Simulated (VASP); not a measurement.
# TlH5 (P4/mmm) in VASP: notebook

Runs on TlH5. Level: PBE. Tasks: single point, relaxation of cell and atoms.

Program: VASP 6.6.1. These are calculated values, not measurements. Logs are shortened: lines on timing, memory, paths and dates and some standing lists are left out, and cuts for length are marked.

**1. The cell of the first run**

Symmetry: P4/mmm, No. 123, tetragonal system. The conventional cell has a = 6.293 Å, b = 6.293 Å, c = 4.043 Å, α = 90.00°, β = 90.00°, γ = 90.00°. Tl (site symmetry 4/mmm) has 2 H at 2.02 Å within 2.7 Å. Within 1.1 Å of H (site symmetry m2m) lie 1 H at 0.77 Å. Within 2.7 Å of H (site symmetry 4/mmm) lie 2 Tl at 2.02 Å.

**2. Single point, PBE**

Input file INCAR:

```
PREC     = Accurate       # precision mode
ENCUT    = 520            # plane-wave cutoff, eV
EDIFF    = 1E-7           # SCF threshold, eV
ISMEAR   = 0              # smearing method
SIGMA    = 0.1            # smearing width, eV
LREAL    = F              # projectors in reciprocal space
LASPH    = T              # aspherical terms in the spheres
NELM     = 100            # most SCF steps
ALGO     = Normal         # electronic algorithm
ISIF     = 2              # what is computed and relaxed
LWAVE    = F              # write WAVECAR
LCHARG   = F              # write CHGCAR
GGA      = PE             # functional
NBANDS   = 18             # bands
```

Input file KPOINTS:

```
Automatic mesh
0
Gamma
  6 6 10
```

Input file POSCAR:

```
TlH5
1.0
    6.2928189058      0.0000000000      0.0000000000
    0.0000000000      6.2928189058      0.0000000000
    0.0000000000      0.0000000000      4.0425567794
Tl H
1 5
Direct
    0.5000000000      0.5000000000      0.0000000000
    0.0611426797      0.5000000000      0.0000000000
    0.9388573203      0.5000000000      0.0000000000
    0.5000000000      0.0611426797      0.0000000000
    0.5000000000      0.9388573203      0.0000000000
    0.5000000000      0.5000000000      0.5000000000
```

Potentials or basis: VASP PAW PBE potentials, release 64 (Tl_d, H).

Started as:

```sh
$ cat potpaw_PBE.64/Tl_d/POTCAR potpaw_PBE.64/H/POTCAR > POTCAR
$ mpirun -np 1 vasp_std > vasp.out
```

OUTCAR:

```text
PREC = Accurate
   ENCUT = 520
   EDIFF = 1E-7
   ISMEAR = 0
   LREAL = F
   LASPH = T
   NELM = 100
   ISIF = 2
   GGA = PE

 ion  position               nearest neighbor table
   1  0.500  0.500  0.000-   6 2.02   6 2.02
   2  0.061  0.500  0.000-   3 0.77
   3  0.939  0.500  0.000-   2 0.77
   4  0.500  0.061  0.000-   5 0.77
   5  0.500  0.939  0.000-   4 0.77
   6  0.500  0.500  0.500-   1 2.02   1 2.02

  LATTYP: Found a simple tetragonal cell.
 ALAT       =     6.2928189058
 C/A-ratio  =     0.6424079319

  Lattice vectors:

 A1 = (   6.2928189058,   0.0000000000,   0.0000000000)
 A2 = (   0.0000000000,   6.2928189058,   0.0000000000)
 A3 = (   0.0000000000,   0.0000000000,   4.0425567794)

Analysis of symmetry for initial positions (statically):
=====================================================================
 Subroutine PRICEL returns:
 Original cell was already a primitive cell.

 Routine SETGRP: Setting up the symmetry group for a
 simple tetragonal supercell.

 Subroutine GETGRP returns: Found 16 space group operations
 (whereof 16 operations were pure point group operations)
 out of a pool of 16 trial point group operations.

The static configuration has the point symmetry D_4h.

Analysis of symmetry for dynamics (positions and initial velocities):
=====================================================================
 Subroutine PRICEL returns:
 Original cell was already a primitive cell.

 Routine SETGRP: Setting up the symmetry group for a
 simple tetragonal supercell.

 Subroutine GETGRP returns: Found 16 space group operations
 (whereof 16 operations were pure point group operations)
 out of a pool of 16 trial point group operations.

The dynamic configuration has the point symmetry D_4h.

 Subroutine INISYM returns: Found 16 space group operations
 (whereof 16 operations are pure point group operations),
 and found     1 'primitive' translations

----------------------------------------------------------------------------------------

                                     Primitive cell

  volume of cell :     160.0835

  direct lattice vectors                    reciprocal lattice vectors
     6.292818906  0.000000000  0.000000000     0.158911295  0.000000000  0.000000000
     0.000000000  6.292818906  0.000000000     0.000000000  0.158911295  0.000000000
     0.000000000  0.000000000  4.042556779     0.000000000  0.000000000  0.247368202

  length of vectors
     6.292818906  6.292818906  4.042556779     0.158911295  0.158911295  0.247368202

  position of ions in fractional coordinates (direct lattice)
     0.500000000  0.500000000  0.000000000
     0.061142680  0.500000000  0.000000000
     0.938857320  0.500000000  0.000000000
     0.500000000  0.061142680  0.000000000
     0.500000000  0.938857320  0.000000000
     0.500000000  0.500000000  0.500000000

  ion indices of the primitive-cell ions
   primitive index   ion index
                 1           1
                 2           2
                 3           3
                 4           4
                 5           5
                 6           6

----------------------------------------------------------------------------------------

 KPOINTS: Automatic mesh

Automatic generation of k-mesh.
 Grid dimensions read from file:
 generate k-points for:    6    6   10

 Generating k-lattice:

  Cartesian coordinates                     Fractional coordinates (reciprocal lattice)
     0.026485216  0.000000000  0.000000000     0.166666667  0.000000000  0.000000000
     0.000000000  0.026485216  0.000000000     0.000000000  0.166666667  0.000000000
     0.000000000  0.000000000  0.024736820     0.000000000  0.000000000  0.100000000

  Length of vectors
     0.026485216  0.026485216  0.024736820

  Shift w.r.t. Gamma in fractional coordinates (k-lattice)
     0.000000000  0.000000000  0.000000000

 Subroutine IBZKPT returns following result:
 ===========================================

 Found     60 irreducible k-points:

 Following reciprocal coordinates:
            Coordinates               Weight
  0.000000  0.000000  0.000000      1.000000
  0.166667  0.000000  0.000000      4.000000
  0.333333  0.000000  0.000000      4.000000
  0.500000  0.000000  0.000000      2.000000
  0.166667  0.166667  0.000000      4.000000
  0.333333  0.166667  0.000000      8.000000
[... 16 lines left out ...]
  0.333333  0.000000  0.200000      8.000000
  0.500000  0.000000  0.200000      4.000000
 [... further k-points ...]
   k-points           NKPTS =     60   k-points in BZ     NKDIM =     60   number of bands    NBANDS=     18
   number of dos      NEDOS =    301   number of ions     NIONS =      6
   total plane-waves  NPLWV =  69120
   dimension x,y,z NGX =    48 NGY =   48 NGZ =   30
   dimension x,y,z NGXF=    96 NGYF=   96 NGZF=   60
   ions per type =               1   5
   NGX,Y,Z   is equivalent  to a cutoff of  12.68, 12.68, 12.34 a.u.
[... 33 lines left out ...]
  Fermi-wavevector in a.u.,A,eV,Ry     =   0.790163  1.493192  8.494905  0.624358
  Thomas-Fermi vector in A             =   1.895450
   LORBIT       =      0    0 simple, 1 ext, 2 COOP (PROOUT), +10 PAW based schemes
   GGA     = PE    functional components
   LHFCALC =     F    Hartree Fock is set to
   AEXX    =    0.0000 exact exchange contribution
   IVDW    =     0    specifies the selected vdW correction
   LEPSILON=     F    determine dielectric tensor
   LRPA    =     F    only Hartree local field effects (RPA)
 non-spin polarized calculation
 Gauss-broadening in eV      SIGMA  =   0.10
  energy-cutoff  :      520.00
  volume of cell :      160.08
 maximum number of plane-waves:      4344
 NGX is ok and might be reduce to    48
   NGX = 23   NGY = 23   NGZ = 15

 number of electron      17.9999997 magnetization

 Free energy of the ion-electron system (eV)
  ---------------------------------------------------
  ext. energy  EPLUGINS =         0.00000000
  ---------------------------------------------------
  free energy    TOTEN  =       -17.31952018 eV

  energy without entropy =      -17.30875006  energy(sigma->0) =      -17.31413512

 E-fermi :  -0.5786     XC(G=0):  -4.8042

 val. band max:       -0.5815842776   @ k =   0.1667   0.1667   0.1000
 cond. band min:      -0.4059466744   @ k =   0.3333   0.3333   0.1000
 fundamental gap:      0.1756376032
 Fermi energy:        -0.5786051600

 k-point     1 :       0.0000    0.0000    0.0000
  band No.  band energies     occupation
      1     -13.2873      2.00000
      2     -12.9803      2.00000
      3     -12.9350      2.00000
      4     -12.7979      2.00000
      5     -12.7979      2.00000
      6      -9.4310      2.00000
[... 10 lines left out ...]
     17       6.6532      0.00000
     18       7.3029      0.00000

 k-point     2 :       0.1667    0.0000    0.0000
  band No.  band energies     occupation
      1     -13.2870      2.00000
      2     -12.9775      2.00000
      3     -12.9351      2.00000
      4     -12.7980      2.00000
      5     -12.7979      2.00000
      6      -9.3774      2.00000
[... 10 lines left out ...]
     17       6.6971      0.00000
     18       7.1456      0.00000

 k-point     3 :       0.3333    0.0000    0.0000
  band No.  band energies     occupation
      1     -13.2863      2.00000
      2     -12.9718      2.00000
      3     -12.9353      2.00000
      4     -12.7981      2.00000
      5     -12.7979      2.00000
      6      -9.2443      2.00000
[... 10 lines left out ...]
     17       6.9855      0.00000
     18       7.3194      0.00000

 k-point     4 :       0.5000    0.0000    0.0000
  band No.  band energies     occupation
      1     -13.2860      2.00000
      2     -12.9689      2.00000
      3     -12.9353      2.00000
      4     -12.7982      2.00000
      5     -12.7979      2.00000
      6      -9.1550      2.00000
[... 375 lines left out ...]
      4     -12.8163      2.00000
      5     -12.8162      2.00000
      6      -9.1765      2.00000
[... 10 lines left out ...]
     17       6.5554      0.00000
     18       6.7871      0.00000

 k-point    23 :       0.3333    0.0000    0.2000
  band No.  band energies     occupation
      1     -13.1325      2.00000
      2     -12.9698      2.00000
      3     -12.9337      2.00000
      4     -12.8165      2.00000
      5     -12.8162      2.00000
      6      -9.0406      2.00000
[... 10 lines left out ...]
     17       6.4438      0.00000
     18       6.6582      0.00000

 k-point    24 :       0.5000    0.0000    0.2000
  band No.  band energies     occupation
      1     -13.1320      2.00000
      2     -12.9669      2.00000
      3     -12.9337      2.00000
      4     -12.8166      2.00000
      5     -12.8162      2.00000
      6      -8.9456      2.00000
[... 10 lines left out ...]
     17       6.5505      0.00000
     18       6.6991      0.00000

 [... further k-points ...]
[... 5 lines left out ...]
  --------------------------------------------------------------------------------------
  -------------------------------------------------------------------------------------
  Total       -0.0489810     -0.0489810     -0.1048134      0.0000000      0.0000000      0.0000000
  in kB       -0.4902208     -0.4902208     -1.0490133      0.0000000      0.0000000      0.0000000
  external PRESSURE =      -0.6764850 kB  Pullay stress =       0.0000000 kB

 VOLUME and BASIS-vectors are now :
 -----------------------------------------------------------------------------
  energy-cutoff  :      520.00
  volume of cell :      160.08
      direct lattice vectors                 reciprocal lattice vectors
     6.292818906  0.000000000  0.000000000     0.158911295  0.000000000  0.000000000
     0.000000000  6.292818906  0.000000000     0.000000000  0.158911295  0.000000000
     0.000000000  0.000000000  4.042556779     0.000000000  0.000000000  0.247368202

 POSITION                                       TOTAL-FORCE (eV/Angst)
 -----------------------------------------------------------------------------------
      3.14641      3.14641      0.00000         0.000000      0.000000      0.000000
      0.38476      3.14641      0.00000        -0.007940      0.000000      0.000000
      5.90806      3.14641      0.00000         0.007940      0.000000      0.000000
      3.14641      0.38476      0.00000        -0.000000     -0.007940     -0.000000
      3.14641      5.90806      0.00000         0.000000      0.007940      0.000000
      3.14641      3.14641      2.02128         0.000000      0.000000      0.000000
 -----------------------------------------------------------------------------------
    total drift:                                0.000000     -0.000000      0.000000

  FREE ENERGIE OF THE ION-ELECTRON SYSTEM (eV)
  ---------------------------------------------------
  free  energy   TOTEN  =       -17.3195201814 eV

  energy  without entropy=      -17.3087500558  energy(sigma->0) =      -17.31413512
```

Run time: 69 s. Hardware: 1 thread of Intel Xeon 6975P-C (Granite Rapids), shared host; peak memory 0.34 GiB.

What came out:

| Item | Value |
| --- | --- |
| Free energy | -17.3195 eV |
| Pressure | -0.1 GPa |
| Largest force | 0.008 eV/Å |
| Band gap on the k mesh | zero (band 9 reaches 0.59 eV, above the bottom of band 10 at -0.96 eV) |

Forces in eV/Å, atoms in the order of the input:
```
Tl   0.000  0.000  0.000
H   -0.008  0.000  0.000
H    0.008  0.000  0.000
H    0.000 -0.008  0.000
H    0.000  0.008  0.000
H    0.000  0.000  0.000
```

Caveat: spin-orbit coupling is left out, which moves the levels of the heavy elements.

**3. Relaxation of cell and atoms, PBE**

This run uses another cell than the first one, of 25.61 Å³/atom, 0.960 times its volume.

Input file INCAR:

```
SYSTEM = TlH5
  PREC = Accurate
  ENCUT = 600
  EDIFF = 1E-6
  ISMEAR = 0
  SIGMA = 0.1
  LREAL = .False.
  LASPH = .True.
  NELM = 100
  ALGO = Normal
  ISIF = 3
  LWAVE = .False.
  LCHARG = .False.
  GGA = PE
  IBRION = 2
  NSW = 100
  EDIFFG = -0.01
```

Input file KPOINTS:

```
Automatic mesh
0
Gamma
  6 6 10
  0 0 0
```

Input file POSCAR:

```
TlH5
1.0
    5.9851101675      0.0000000000      0.0000000000
    0.0000000000      5.9851101675      0.0000000000
    0.0000000000      0.0000000000      4.2889264742
Tl H
1 5
Direct
    0.5000000000      0.5000000000      0.0000000000
    0.0641589171      0.5000000000      0.0000000000
    0.9358410829      0.5000000000      0.0000000000
    0.5000000000      0.0641589171      0.0000000000
    0.5000000000      0.9358410829      0.0000000000
    0.5000000000      0.5000000000      0.5000000000
```

Potentials or basis: VASP PAW PBE potentials, release 64 (Tl_d, H).

Started as:

```sh
$ cat potpaw_PBE.64/Tl_d/POTCAR potpaw_PBE.64/H/POTCAR > POTCAR
$ mpirun -np 1 vasp_std > vasp.out
```

It took 19 min on 1 thread of Intel Xeon 6975P-C (Granite Rapids), shared host; peak memory 0.42 GiB.

The run converged. Its results:

```
Free energy                            : -17.3204 eV
Relaxed volume                         : 26.33 Å³/atom
Relaxed cell                           : a = 6.249 Å, b = 6.249 Å, c = 4.046 Å, α = 90.00°, β = 90.00°, γ = 90.00°
Space group after relaxing (to 0.05 Å) : P4/mmm (No. 123)
Energy gained by relaxing              : 3.3 meV/atom
Ionic steps                            : 41
Pressure after relaxing                : 0.0 GPa
Band gap on the k mesh                 : zero (band 9 reaches 0.67 eV, above the bottom of band 10 at -0.93 eV)
```

Stress tensor (GPa, compression positive):
```
 0.03  0.00  0.00
 0.00  0.03  0.00
 0.00  0.00 -0.05
```

The path:
| step | energy change (eV) | largest force (eV/Å) | pressure (GPa) | volume (Å³) |
| --- | --- | --- | --- | --- |
| 1 | 0.0000 | 0.0278 | 0.16 | 153.64 |
| 3 | -0.0009 | 0.1375 | 0.04 | 154.39 |
| 5 | -0.0026 | 0.1306 | 0.03 | 155.16 |
| 7 | -0.0084 | 0.0941 | -0.01 | 158.62 |
| 9 | -0.0107 | 0.1370 | -0.09 | 172.47 |
| 11 | -0.0127 | 0.0319 | -0.05 | 165.89 |
| 13 | -0.0127 | 0.1064 | -0.15 | 166.76 |
| 15 | -0.0134 | 0.0380 | -0.12 | 166.47 |
| 17 | -0.0177 | 0.1166 | -0.14 | 166.29 |
| 19 | -0.0178 | 0.1107 | -0.16 | 166.31 |
| 21 | -0.0181 | 0.0491 | -0.09 | 166.16 |
| 23 | -0.0182 | 0.0283 | -0.08 | 166.11 |
| 25 | -0.0184 | 0.0166 | -0.07 | 165.99 |
| 27 | -0.0186 | 0.0053 | -0.07 | 165.56 |
| 29 | -0.0192 | 0.0428 | -0.10 | 163.63 |
| 31 | -0.0192 | 0.0634 | -0.11 | 162.71 |
| 33 | -0.0194 | 0.0301 | -0.09 | 162.13 |
| 35 | -0.0196 | 0.0176 | -0.06 | 161.12 |
| 37 | -0.0198 | 0.0034 | -0.04 | 159.84 |
| 39 | -0.0197 | 0.0298 | 0.03 | 157.37 |
| 41 | -0.0198 | 0.0011 | 0.00 | 157.98 |

Final structure:
```cif
data_structure
_symmetry_space_group_name_H-M 'P 1'
_symmetry_Int_Tables_number 1
_cell_length_a 6.2488
_cell_length_b 6.2488
_cell_length_c 4.0459
_cell_angle_alpha 90.000
_cell_angle_beta 90.000
_cell_angle_gamma 90.000
_cell_volume 157.98
loop_
_atom_site_label
_atom_site_type_symbol
_atom_site_fract_x
_atom_site_fract_y
_atom_site_fract_z
_atom_site_occupancy
Tl1 Tl 0.50000 0.50000 0.00000 1
H1 H 0.06159 0.50000 0.00000 1
H2 H 0.93841 0.50000 0.00000 1
H3 H 0.50000 0.06159 0.00000 1
H4 H 0.50000 0.93841 0.00000 1
H5 H 0.50000 0.50000 0.50000 1
```

Levels at points of the mesh, in eV from the Fermi level:
| k point | band 7 | band 8 | band 9 | band 10 | band 11 | band 12 |
| --- | --- | --- | --- | --- | --- | --- |
| (0.00, 0.00, 0.00) | -7.52 | -6.60 | -0.38 | -0.38 | 1.86 | 3.20 |
| (0.50, 0.00, 0.00) | -7.78 | -6.94 | -0.29 | 0.90 | 1.56 | 3.41 |
| (0.50, 0.50, 0.00) | -7.78 | -7.78 | 1.22 | 1.22 | 1.34 | 2.19 |
| (0.00, 0.00, 0.50) | -7.42 | -5.26 | -5.23 | 0.56 | 0.56 | 3.08 |
| (0.50, 0.00, 0.50) | -7.64 | -5.69 | -5.21 | 0.63 | 2.29 | 2.94 |
| (0.50, 0.50, 0.50) | -7.64 | -6.27 | -5.20 | 2.53 | 2.53 | 3.27 |

Caveat: spin-orbit coupling is left out, which moves the levels of the heavy elements.

**4. Single point, PBE**

Input file INCAR:

```
  ALGO = Normal
  EDIFF = 1E-6
  ENCUT = 520
  GGA = PE
  ISIF = 2
  ISMEAR = 0
  LASPH = True
  LCHARG = True
  LELF = True
  LREAL = False
  LVHAR = True
  LWAVE = False
  NBANDS = 18
  NELM = 100
  PREC = Accurate
  SIGMA = 0.1
```

Input file KPOINTS:

```
k-points
0
Gamma
  6 6 10
```

Input file POSCAR:

```
TlH5
1.0
    6.2928189058      0.0000000000      0.0000000000
    0.0000000000      6.2928189058      0.0000000000
    0.0000000000      0.0000000000      4.0425567794
Tl H
1 5
Direct
    0.5000000000      0.5000000000      0.0000000000
    0.0611426797      0.5000000000      0.0000000000
    0.9388573203      0.5000000000      0.0000000000
    0.5000000000      0.0611426797      0.0000000000
    0.5000000000      0.9388573203      0.0000000000
    0.5000000000      0.5000000000      0.5000000000
```

Started as:

```sh
$ cat potpaw_PBE.64/Tl_d/POTCAR potpaw_PBE.64/H/POTCAR > POTCAR
$ mpirun -np 1 vasp_std > vasp.out
```

Wall time 65 s (1 thread of Intel Xeon 6975P-C (Granite Rapids), shared host); peak memory 0.34 GiB.

Results (log left out):

* Free energy: -17.3195 eV
* Pressure: -0.1 GPa
* Largest force: 0.008 eV/Å
* Band gap on the k mesh: zero (band 9 reaches 0.59 eV, above the bottom of band 10 at -0.96 eV)

Forces on the atoms (eV/Å):
```
Tl   0.000  0.000  0.000
H   -0.008  0.000  0.000
H    0.008  0.000  0.000
H    0.000 -0.008  0.000
H    0.000  0.008  0.000
H    0.000  0.000  0.000
```

Levels at points of the mesh, in eV from the Fermi level:
| k point | band 5 | band 6 | band 7 | band 8 | band 9 | band 10 | band 11 | band 12 | band 13 | band 14 |
| --- | --- | --- | --- | --- | --- | --- | --- | --- | --- | --- |
| (0.00, 0.00, 0.00) | -12.22 | -8.85 | -7.52 | -6.64 | -0.38 | -0.38 | 1.86 | 3.18 | 3.34 | 5.39 |
| (0.50, 0.00, 0.00) | -12.22 | -8.58 | -7.76 | -6.97 | -0.29 | 0.87 | 1.56 | 3.42 | 3.81 | 4.18 |
| (0.50, 0.50, 0.00) | -12.22 | -8.08 | -7.76 | -7.76 | 1.17 | 1.17 | 1.35 | 2.19 | 3.50 | 4.43 |
| (0.00, 0.00, 0.50) | -12.26 | -8.10 | -7.41 | -5.31 | -5.24 | 0.58 | 0.58 | 3.08 | 4.89 | 5.15 |
| (0.50, 0.00, 0.50) | -12.25 | -7.83 | -7.62 | -5.72 | -5.23 | 0.65 | 2.25 | 2.95 | 3.93 | 5.18 |
| (0.50, 0.50, 0.50) | -12.25 | -7.62 | -7.62 | -6.26 | -5.22 | 2.48 | 2.48 | 3.27 | 3.27 | 3.91 |

Caveat: spin-orbit coupling is left out, which moves the levels of the heavy elements.
